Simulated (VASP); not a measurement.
# I (Cmce) in VASP: a series of runs, part 2 of 2

VASP 6.6.1.

## 5. Single point, PBE+D3(BJ) (38.51 Å³/atom)

This run uses another cell than the first one, of 38.51 Å³/atom.

The input, INCAR:

```
PREC = Accurate
ENCUT = 520
EDIFF = 1E-7
ISMEAR = 0
SIGMA = 0.02
LREAL = F
LASPH = T
NELM = 80
ALGO = Normal
ISIF = 2
LWAVE = F
LCHARG = F
GGA = PE
IVDW = 12
NBANDS = 22
```

The input, KPOINTS:

```
Automatic mesh
0
Gamma
  8 8 4
```

The input, POSCAR:

```
I
1.0
    3.6037879218     -2.2217639660      0.0000000000
    3.6037879218      2.2217639660      0.0000000000
    0.0000000000      0.0000000000      9.6201546402
I
4
Direct
    0.8264544184      0.1735455816      0.8774287832
    0.3264544184      0.6735455816      0.6225712168
    0.1735455816      0.8264544184      0.1225712168
    0.6735455816      0.3264544184      0.3774287832
```

Potentials or basis: VASP PAW PBE potentials, release 64 (I).

Started as:

```console
$ cat potpaw_PBE.64/I/POTCAR > POTCAR
$ mpirun -np 1 vasp_std > vasp.out
```

OUTCAR:

```text
PREC = Accurate
   ENCUT = 520
   EDIFF = 1E-7
   ISMEAR = 0
   LREAL = F
   LASPH = T
   NELM = 80
   ISIF = 2
   GGA = PE
   IVDW = 12
 IVDW          = 12

 ion  position               nearest neighbor table
   1  0.826  0.174  0.877-   3 2.82   2 3.31   2 3.31
   2  0.326  0.674  0.623-   4 2.82   1 3.31   1 3.31
   3  0.174  0.826  0.123-   1 2.82   4 3.31   4 3.31
   4  0.674  0.326  0.377-   2 2.82   3 3.31   3 3.31

  LATTYP: Found a base centered orthorhombic cell.
 ALAT       =     4.4435279320
 B/A-ratio  =     1.6220390541
 C/A-ratio  =     2.1649812463

  Lattice vectors:

 A1 = (  -3.6037879218,  -2.2217639660,   0.0000000000)
 A2 = (   3.6037879218,  -2.2217639660,   0.0000000000)
 A3 = (   0.0000000000,   0.0000000000,   9.6201546402)

Analysis of symmetry for initial positions (statically):
=====================================================================
 Subroutine PRICEL returns:
 Original cell was already a primitive cell.

 Routine SETGRP: Setting up the symmetry group for a
 base centered orthorhombic supercell.

 Subroutine GETGRP returns: Found  8 space group operations
 (whereof  4 operations were pure point group operations)
 out of a pool of  8 trial point group operations.

The static configuration has the point symmetry C_2h.
 The point group associated with its full space group is D_2h.

Analysis of symmetry for dynamics (positions and initial velocities):
=====================================================================
 Subroutine PRICEL returns:
 Original cell was already a primitive cell.

 Routine SETGRP: Setting up the symmetry group for a
 base centered orthorhombic supercell.

 Subroutine GETGRP returns: Found  8 space group operations
 (whereof  4 operations were pure point group operations)
 out of a pool of  8 trial point group operations.

The dynamic configuration has the point symmetry C_2h.
 The point group associated with its full space group is D_2h.

 Subroutine INISYM returns: Found  8 space group operations
 (whereof  4 operations are pure point group operations),
 and found     1 'primitive' translations

----------------------------------------------------------------------------------------

                                     Primitive cell

  volume of cell :     154.0527

  direct lattice vectors                    reciprocal lattice vectors
     3.603787922 -2.221763966  0.000000000     0.138742904 -0.225046408  0.000000000
     3.603787922  2.221763966  0.000000000     0.138742904  0.225046408  0.000000000
     0.000000000  0.000000000  9.620154640     0.000000000  0.000000000  0.103948433

  length of vectors
     4.233618134  4.233618134  9.620154640     0.264377531  0.264377531  0.103948433

  position of ions in fractional coordinates (direct lattice)
     0.826454418  0.173545582  0.877428783
     0.326454418  0.673545582  0.622571217
     0.173545582  0.826454418  0.122571217
     0.673545582  0.326454418  0.377428783

  ion indices of the primitive-cell ions
   primitive index   ion index
                 1           1
                 2           2
[... 22 lines left out ...]
     0.000000000  0.000000000  0.000000000

 Subroutine IBZKPT returns following result:
 ===========================================

 Found     63 irreducible k-points:

 Following reciprocal coordinates:
            Coordinates               Weight
  0.000000  0.000000  0.000000      1.000000
  0.125000  0.000000  0.000000      4.000000
  0.250000  0.000000  0.000000      4.000000
  0.375000  0.000000  0.000000      4.000000
  0.500000  0.000000  0.000000      2.000000
  0.125000  0.125000  0.000000      2.000000
[... 16 lines left out ...]
  0.125000  0.000000  0.250000      8.000000
  0.250000  0.000000  0.250000      8.000000
 [... further k-points ...]
   k-points           NKPTS =     63   k-points in BZ     NKDIM =     63   number of bands    NBANDS=     22
   number of dos      NEDOS =    301   number of ions     NIONS =      4
   total plane-waves  NPLWV =  73728
   dimension x,y,z NGX =    32 NGY =   32 NGZ =   72
   dimension x,y,z NGXF=    64 NGYF=   64 NGZF=  144
   ions per type =               4
   NGX,Y,Z   is equivalent  to a cutoff of  12.57, 12.57, 12.44 a.u.
   NGXF,Y,Z  is equivalent  to a cutoff of  25.13, 25.13, 24.88 a.u.
 SYSTEM =  unknown system
   PREC   = accura    normal or accurate (medium, high low for compatibility)
   ISTART =      0    job   : 0-new  1-cont  2-samecut
   ICHARG =      2    charge: 1-file 2-atom 10-const
   ISPIN  =      1    spin polarized calculation?
   LNONCOLLINEAR =      F non collinear calculations
   LSORBIT =      F    spin-orbit coupling
   LASPH  =      T    aspherical Exc in radial PAW
   ENCUT  =  520.0 eV  38.22 Ry    6.18 a.u.   7.87  7.87 17.89*2*pi/ulx,y,z
   NELM   =     80;   NELMIN=  2; NELMDL= -5     # of ELM steps
   EDIFF  = 0.1E-06   stopping-criterion for ELM
   LREAL  =      F    real-space projection
   EDIFFG = 0.1E-05   stopping-criterion for IOM
   NSW    =      0    number of steps for IOM
   IBRION =     -1    ionic relax: 0-MD 1-quasi-New 2-CG
   NFREE  =      0    steps in history (QN), initial steepest desc. (CG)
   ISIF   =      2    stress and relaxation
   ISYM   =      2    0-nonsym 1-usesym 2-fastsym
   POTIM  = 0.5000    time-step for ionic-motion
   TEBEG  =    0.0;   TEEND  =   0.0 temperature during run
   PSTRESS=    0.0 pullay stress
   NELECT =      28.0000    total number of electrons
   NUPDOWN=      -1.0000    fix difference up-down
   EMIN   =  10.00;   EMAX   =-10.00  energy-range for DOS
   EFERMI =   0.00;   METHOD = LEGACY
   ISMEAR =     0;   SIGMA  =   0.02  broadening in eV -4-tet -1-fermi 0-gaus
   EFERMI_NEDOS =   21; number of points for ismear=-14 and -15
   IALGO  =     38    algorithm
   IMIX   =      4    mixing-type and parameters
     AMIX     =   0.40;   BMIX     =  1.00
     AMIX_MAG =   1.60;   BMIX_MAG =  1.00
  volume/ion in A,a.u.               =      38.51       259.90
  Fermi-wavevector in a.u.,A,eV,Ry     =   0.927337  1.752414 11.700393  0.859955
  Thomas-Fermi vector in A             =   2.053396
   LORBIT       =      0    0 simple, 1 ext, 2 COOP (PROOUT), +10 PAW based schemes
   GGA     = PE    functional components
   LHFCALC =     F    Hartree Fock is set to
   AEXX    =    0.0000 exact exchange contribution
   IVDW    =    12    specifies the selected vdW correction
   LEPSILON=     F    determine dielectric tensor
   LRPA    =     F    only Hartree local field effects (RPA)
 non-spin polarized calculation
 Gauss-broadening in eV      SIGMA  =   0.02
  energy-cutoff  :      520.00
  volume of cell :      154.05
 maximum number of plane-waves:      4180
   NGX = 15   NGY = 15   NGZ = 35

 number of electron      27.9999995 magnetization

 Free energy of the ion-electron system (eV)
  ---------------------------------------------------
  ext. energy  EPLUGINS =         0.00000000
  ---------------------------------------------------
  free energy    TOTEN  =        -5.89797124 eV

  energy without entropy =       -5.89797124  energy(sigma->0) =       -5.89797124

 E-fermi :   3.7348     XC(G=0):  -8.5078

 val. band max:        3.6389036192   @ k =   0.5000   0.0000   0.5000
 cond. band min:       4.4388164241   @ k =   0.5000   0.3750   0.0000
 fundamental gap:      0.7999128049
 Fermi energy:         3.7348389400

 k-point     1 :       0.0000    0.0000    0.0000
  band No.  band energies     occupation
      1     -10.1550      2.00000
      2      -9.3031      2.00000
      3      -8.6108      2.00000
      4      -7.1062      2.00000
      5      -1.1261      2.00000
      6       0.5655      2.00000
[... 589 lines left out ...]
     21      10.7429      0.00000
     22      11.1765      0.00000

 [... further k-points ...]

------------------------ aborting loop because EDIFF is reached ----------------------------------------

 Edisp (eV)   -1.35556

 E8    (eV) :    -0.6073

  FORCE on cell =-STRESS in cart. coord.  units (eV):
  Direction    XX          YY          ZZ          XY          YZ          ZX
  --------------------------------------------------------------------------------------
  -------------------------------------------------------------------------------------
  Total       0.39532     0.35967     0.32486     0.00000     0.00000     0.00000
  in kB       4.11137     3.74067     3.37862     0.00000     0.00000     0.00000
  external pressure =        3.74 kB  Pullay stress =        0.00 kB

 VOLUME and BASIS-vectors are now :
 -----------------------------------------------------------------------------
  energy-cutoff  :      520.00
  volume of cell :      154.05
      direct lattice vectors                 reciprocal lattice vectors
     3.603787922 -2.221763966  0.000000000     0.138742904 -0.225046408  0.000000000
     3.603787922  2.221763966  0.000000000     0.138742904  0.225046408  0.000000000
     0.000000000  0.000000000  9.620154640     0.000000000  0.000000000  0.103948433

 POSITION                                       TOTAL-FORCE (eV/Angst)
 -----------------------------------------------------------------------------------
      3.60379     -1.45061      8.44100         0.000000     -0.010427      0.012009
      3.60379      0.77115      5.98923         0.000000     -0.010427     -0.012009
      3.60379      1.45061      1.17915         0.000000      0.010427     -0.012009
      3.60379     -0.77115      3.63092         0.000000      0.010427      0.012009
 -----------------------------------------------------------------------------------
    total drift:                                0.000000     -0.000000     -0.000000

  FREE ENERGIE OF THE ION-ELECTRON SYSTEM (eV)
  ---------------------------------------------------
  free  energy   TOTEN  =        -7.2535307878 eV

  energy  without entropy=       -7.2535307878  energy(sigma->0) =       -7.25353079
```

Run time: 73 s. Hardware: 1 thread of Intel Xeon 6975P-C (Granite Rapids), shared host; peak memory 0.34 GiB.

What came out:

| Property | Result |
| --- | --- |
| Free energy | -7.2535 eV |
| Pressure | 0.4 GPa |
| Largest force | 0.016 eV/Å |
| Band gap on the k mesh | 0.80 eV (least direct gap 1.15 eV) |
| Dispersion energy per atom | -0.339 eV |

Forces on the atoms (eV/Å):
```
I    0.000 -0.010  0.012
I    0.000 -0.010 -0.012
I    0.000  0.010 -0.012
I    0.000  0.010  0.012
```

Caveat: spin-orbit coupling is left out, which moves the levels of the heavy elements. A k mesh can miss the band edges.

## 6. Single point, PBE+D3(BJ)

This run uses another cell than the first one, of 39.70 Å³/atom.

Changes to INCAR since step 5:

```diff
@@ -2,3 +2,3 @@
 ENCUT = 520
-EDIFF = 1E-7
+EDIFF = 1E-6
 ISMEAR = 0
@@ -7,3 +7,3 @@
 LASPH = T
-NELM = 80
+NELM = 100
 ALGO = Normal
```

KPOINTS is that of step 5.

The input, POSCAR:

```
I
1.0
    3.6719207902     -2.2405305418      0.0000000000
    3.6719207902      2.2405305418      0.0000000000
    0.0000000000      0.0000000000      9.6521328459
I
4
Direct
    0.8288638233      0.1711361767      0.8775738945
    0.3288638233      0.6711361767      0.6224261055
    0.1711361767      0.8288638233      0.1224261055
    0.6711361767      0.3288638233      0.3775738945
```

Potentials or basis: VASP PAW PBE potentials, release 64 (I).

Started as:

```console
$ cat potpaw_PBE.64/I/POTCAR > POTCAR
$ mpirun -np 1 vasp_std > vasp.out
```

Wall time 73 s (1 thread of Intel Xeon 6975P-C (Granite Rapids), shared host); peak memory 0.35 GiB.

The run converged. Its results:

* Free energy: -7.2597 eV
* Pressure: 0.0 GPa
* Largest force: 0.015 eV/Å
* Band gap on the k mesh: 0.84 eV (least direct gap 1.15 eV)
* Dispersion energy per atom: -0.327 eV

Forces in eV/Å, atoms in the order of the input:
```
I    0.000 -0.009  0.011
I    0.000 -0.009 -0.011
I    0.000  0.009 -0.011
I    0.000  0.009  0.011
```

Levels at points of the mesh, in eV from the valence-band top:
```csv
k point,band 11,band 12,band 13,band 14,band 15,band 16,band 17,band 18
"(0.00, 0.00, 0.00)",-0.95,-0.81,-0.40,-0.03,1.12,1.91,4.77,5.23
"(0.50, 0.00, 0.00)",-1.60,-1.60,-0.83,-0.83,2.17,2.17,5.17,5.17
"(0.50, 0.50, 0.00)",-1.79,-1.62,-1.06,-0.49,0.92,1.59,4.63,5.76
"(0.00, 0.00, 0.50)",-0.81,-0.81,-0.18,-0.18,1.22,1.22,5.60,5.60
"(0.50, 0.00, 0.50)",-1.03,-1.03,0.00,0.00,1.23,1.23,5.63,5.63
"(0.50, 0.50, 0.50)",-1.27,-1.27,-1.17,-1.17,0.99,0.99,5.65,5.65
```

Caveat: spin-orbit coupling is left out, which moves the levels of the heavy elements. A k mesh can miss the band edges.

## 7. Summary

```tsv
cell	gap on the mesh (eV)	pressure (GPa)	largest force (eV/Å)
a = 4.032, b = 4.032, c = 9.503 Å, angles 90.0, 90.0, 64.8°, 4 atoms, atomic positions A	0.64	2.3	0.02
a = 4.098, b = 4.098, c = 9.548 Å, angles 90.0, 90.0, 64.4°, 4 atoms, atomic positions B	0.70	1.5	0.02
a = 4.166, b = 4.166, c = 9.584 Å, angles 90.0, 90.0, 63.8°, 4 atoms, atomic positions C	0.75	0.9	0.01
a = 4.234, b = 4.234, c = 9.620 Å, angles 90.0, 90.0, 63.3°, 4 atoms, atomic positions D	0.80	0.4	0.02
a = 4.302, b = 4.302, c = 9.652 Å, angles 90.0, 90.0, 62.8°, 4 atoms, atomic positions E	0.84	0.0	0.01
```

Alike in all rows: task single point; level PBE+D3(BJ); potentials or basis VASP PAW PBE potentials, release 64 (I); no spin polarisation; k mesh 8 × 8 × 4; cutoff (eV) 520; smearing gaussian 0.02 eV.

Caveats: spin-orbit coupling is left out, which moves the levels of the heavy elements.

Total energies depend on the potentials used, so only differences within one code and one set of settings carry meaning.
